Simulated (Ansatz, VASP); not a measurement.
## SiW2: VASP beside Ansatz

INCAR

```
PREC     = Accurate       # precision mode
ENCUT    = 520            # plane-wave cutoff, eV
EDIFF    = 1E-7           # SCF threshold, eV
ISMEAR   = 0              # smearing method
SIGMA    = 0.1            # smearing width, eV
LREAL    = False          # projectors in reciprocal space
LASPH    = True           # aspherical terms in the spheres
NELM     = 60             # most SCF steps
ALGO     = Normal         # electronic algorithm
ISIF     = 2              # what is computed and relaxed
LWAVE    = False          # write WAVECAR
LCHARG   = False          # write CHGCAR
GGA      = PE             # functional
NBANDS   = 23             # bands
```

The input KPOINTS:

```
regular mesh
0
Gamma
  6 6 6
```

File POSCAR:

```
SiW2
1.0
    4.1237857800      0.0000000000      0.0000000000
   -2.0618928900      3.5713032400      0.0000000000
    0.0000000000      0.0000000000      3.6929041500
Si W
1 2
Direct
    0.0000000000      0.0000000000      0.0000000000
    0.3333333300      0.6666666700      0.5000000000
    0.6666666700      0.3333333300      0.5000000000
```

Input for Ansatz:

```yaml
crystal:
  lattice:
    - [4.12378578, 0.0, 0.0]
    - [-2.06189289, 3.57130324, 0.0]
    - [0.0, 0.0, 3.69290415]
  atoms:
    - { symbol: Si, position: [0.0, 0.0, 0.0] }
    - { symbol: W, position: [0.33333333, 0.66666667, 0.5] }
    - { symbol: W, position: [0.66666667, 0.33333333, 0.5] }
basis:
  ecutwfc: 420
kpoints:
  mp_grid: { grid: [6, 6, 6] }
hamiltonian:
  xc: pbe
scf:
  occupations: { method: gaussian, width: 0.1 }
  lower_state_search: "off"
output:
  forces: true
  stress: true
  eigenvalues: true
```

Change from the starting cell: species swapped into the LaCu2 type (P6/mmm, No. 191).

Alike in both runs: task single point; functional PBE; k mesh 6 × 6 × 6; occupations gaussian, width 0.1 eV; no spin polarisation.

|  | VASP | Ansatz |
| --- | --- | --- |
| version | VASP 6.6.1 | Ansatz 0.2.0 |
| potentials or method | VASP PAW PBE potentials, release 64 (Si, W_sv), cutoff 520 eV | scalar-relativistic, plane waves, PAW |
| valence electrons in the cell | 32 | 32 |

Ansatz gave:

| Quantity | Value |
| --- | --- |
| gap on the k mesh at the Fermi level (eV) | none |
| pressure (GPa) | 5.1 |
| traceless stress, the component that is largest in VASP (GPa) | -22.11 |

**Question.** Which values does VASP return?

**Answer.** gap on the k mesh at the Fermi level (eV): none; pressure (GPa): 6.0; traceless stress, the component that is largest in VASP (GPa): -23.04.

A gap of «none» marks a metal or a gap that the smearing closes.

Spin-orbit coupling is off throughout.
